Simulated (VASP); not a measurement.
Input of a VASP 6.6.1 run:

File INCAR:

```
  PREC = Accurate
  ENCUT = 600
  EDIFF = 1E-7
  ISMEAR = 0
  SIGMA = 0.02
  LREAL = F
  LASPH = T
  NELM = 80
  ALGO = Normal
  ISIF = 3
  LWAVE = F
  LCHARG = F
  GGA = CA
  IBRION = 2
  NSW = 60
  EDIFFG = -0.02
```

KPOINTS

```
Automatic mesh
0
Gamma
  6 6 6
```

POSCAR

```
TiZn
1.0
    3.1237475700      0.0000000000      0.0000000000
    0.0000000000      3.1237475700      0.0000000000
    0.0000000000      0.0000000000      3.1237475700
Ti Zn
1 1
Direct
    0.5000000000      0.5000000000      0.5000000000
    0.0000000000      0.0000000000      0.0000000000
```

Potentials or basis: VASP PAW LDA potentials, release 64 (Ti_sv, Zn).

Command:

```bash
$ cat potpaw_LDA.64/Ti_sv/POTCAR potpaw_LDA.64/Zn/POTCAR > POTCAR
$ mpirun -np 1 vasp_std > vasp.out
```

Problem. What does it give for the space group after relaxing (to 0.05 Å)?

Solution. Pm-3m (No. 221).

Problem. What does it give for the relaxed volume?

Solution. 14.43 Å³/atom.

The path:
| step | energy change (eV) | largest force (eV/Å) | pressure (GPa) | volume (Å³) |
| --- | --- | --- | --- | --- |
| 1 | 0.0000 | 0.0000 | -6.69 | 30.48 |
| 2 | -0.0170 | 0.0000 | 5.72 | 27.76 |
| 3 | -0.0357 | 0.0000 | 0.00 | 28.85 |
